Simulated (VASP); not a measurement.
Here is a VASP 6.6.1 calculation.

File POSCAR:

```
C
1.0
    0.0000000000      1.7833700000      1.7833700000
    1.7833700000      0.0000000000      1.7833700000
    1.7833700000      1.7833700000      0.0000000000
C
2
Direct
    0.7500000000      0.7500000000      0.7500000000
    0.5000000000      0.5000000000      0.5000000000
```

The input INCAR.step1:

```
SYSTEM = C
PREC = Accurate
ENCUT = 500
EDIFF = 1E-8
ISMEAR = 0
SIGMA = 0.01
LREAL = .False.
LASPH = .True.
NELM = 60
ALGO = Normal
LWAVE = .True.
LCHARG = .False.
GGA = PE
```

Contents of INCAR.step2:

```
SYSTEM = C
PREC = Accurate
ENCUT = 500
EDIFF = 1E-8
ISMEAR = 0
SIGMA = 0.01
LREAL = .False.
LASPH = .True.
NELM = 1
ALGO = Exact
LWAVE = .True.
LCHARG = .False.
GGA = PE
NBANDS = 37
LOPTICS = .True.
ISTART = 1
```

File INCAR.step3:

```
SYSTEM = C
PREC = Accurate
ENCUT = 500
EDIFF = 1E-8
ISMEAR = 0
SIGMA = 0.01
LREAL = .False.
LASPH = .True.
ALGO = EVGW0
LWAVE = .False.
LCHARG = .False.
GGA = PE
NELMGW = 1
NBANDS = 37
ENCUTGW = 120.0
NOMEGA = 48
PRECFOCK = Fast
ISTART = 1
NBANDSGW = 12
```

The input KPOINTS:

```
Automatic mesh
0
Gamma
  8 8 8
  0 0 0
```

Potentials or basis: VASP PAW PBE potentials, release 64 (C_GW).

Command:

```bash
$ cat potpaw_PBE.64/C_GW/POTCAR > POTCAR
$ cp INCAR.step1 INCAR
$ mpirun -np 1 vasp_std > vasp.out
$ cp INCAR.step2 INCAR
$ mpirun -np 1 vasp_std > vasp.out
$ cp INCAR.step3 INCAR
$ mpirun -np 1 vasp_std > vasp.out
```

Problem. What does it give for the quasiparticle gap?

Solution. 5.29 eV.

Problem. Predict the least direct quasiparticle gap.

Solution. 7.22 eV.

Problem. What does it give for the band gap of the starting levels on the mesh?

Solution. 4.13 eV.

Problem. What does it give for the least direct gap of the starting levels on the mesh?

Solution. 5.59 eV.

Caveat: the k points lie up to 0.38 Å⁻¹ apart; bands, screening cutoff and mesh are small and nothing is extrapolated, so the quasiparticle values aren't converged.
